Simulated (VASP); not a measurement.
Input of a VASP 6.6.1 run:

Contents of INCAR:

```
PREC = Accurate
ENCUT = 520
EDIFF = 1E-6
ISMEAR = 0
SIGMA = 0.1
LREAL = False
LASPH = True
NELM = 100
ALGO = Normal
ISIF = 2
LWAVE = False
LCHARG = False
GGA = PE
NBANDS = 23
```

File KPOINTS:

```
regular mesh
0
Gamma
  8 8 8
```

Contents of POSCAR:

```
Sb4Pt
1.0
   -3.2813589728      3.2813589728      3.2813589728
    3.2813589728     -3.2813589728      3.2813589728
    3.2813589728      3.2813589728     -3.2813589728
Sb Pt
4 1
Direct
    0.5000000000      0.5000000000      0.5000000000
    0.0000000000      0.0000000000      0.5000000000
    0.0000000000      0.5000000000      0.0000000000
    0.5000000000      0.0000000000      0.0000000000
    0.0000000000      0.0000000000      0.0000000000
```

Potentials or basis: VASP PAW PBE potentials, release 64 (Sb, Pt).

The run is started by

```bash
$ cat potpaw_PBE.64/Sb/POTCAR potpaw_PBE.64/Pt/POTCAR > POTCAR
$ mpirun -np 1 vasp_std > vasp.out
```

**Question.** Predict the band gap on the k mesh.

**Answer.** Zero (band 15 reaches 7.80 eV, above the bottom of band 16 at 6.21 eV).

**Question.** Estimate the pressure.

**Answer.** -0.2 GPa.

Caveat: spin-orbit coupling is left out, which moves the levels of the heavy elements.
